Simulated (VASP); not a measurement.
Wanted: the native input for a VASP 6.6.1 run.

```
Task                   : single point
Functional             : PBE
Potentials or basis    : VASP PAW PBE potentials, release 64 (Li_sv, Ta_pv, O)
Cutoff                 : 750 eV
k mesh                 : 6 × 6 × 4
Occupations            : gaussian, width 0.1 eV
Spin                   : collinear spin
Starting moments       : [0.0, 0.0, 0.0, 1.0, 1.0, 0.0] μB
Dipole correction      : no
Further INCAR settings : ALGO = Normal; EDIFF = 1e-06; NBANDS = 32
```

The structure of Li3Ta2O lies in POSCAR:

```
Li3Ta2O
1.0
    4.6407309578      0.0000000000      0.0000000000
   -2.3203654789      4.0189909016      0.0000000000
    0.0000000000      0.0000000000      5.1961964002
Li Ta O
3 2 1
Direct
    0.0000000000      0.5000000000      0.0000000000
    0.5000000000      0.0000000000      0.0000000000
    0.5000000000      0.5000000000      0.0000000000
    0.3333333333      0.6666666667      0.5000000000
    0.6666666667      0.3333333333      0.5000000000
    0.0000000000      0.0000000000      0.5000000000
```

The cell was generated, and may not be a known phase.

One way to write it, as run:

INCAR

```
SYSTEM = Li3Ta2O
PREC = Accurate
ENCUT = 750
EDIFF = 1E-6
ISMEAR = 0
SIGMA = 0.1
LREAL = .FALSE.
LASPH = .TRUE.
NELM = 200
ALGO = Normal
ISIF = 2
LWAVE = .FALSE.
LCHARG = .FALSE.
ISPIN = 2
MAGMOM = 0 0 0 1 1 0
LORBIT = 11
LMAXMIX = 4
GGA = PE
NBANDS = 32
GGA_COMPAT = .FALSE.
```

KPOINTS

```
Automatic mesh
0
G
  6 6 4
  0 0 0
```

Potentials or basis: VASP PAW PBE potentials, release 64 (Li_sv, Ta_pv, O).

Launch:

```console
$ cat potpaw_PBE.64/Li_sv/POTCAR potpaw_PBE.64/Ta_pv/POTCAR potpaw_PBE.64/O/POTCAR > POTCAR
$ mpirun -np 1 vasp_std > vasp.out
```

Results of the run:

| Item | Value |
| --- | --- |
| Pressure | 0.0 GPa |
| Net moment | 0.00 μB per cell |
| Valence electrons inside the program's atomic spheres | Li 2.14; Ta 8.84; O 4.75 |

Run time: 7 min on 1 thread of Oxide Virtual Turin-like Processor (shared host), peak memory 0.41 GiB.
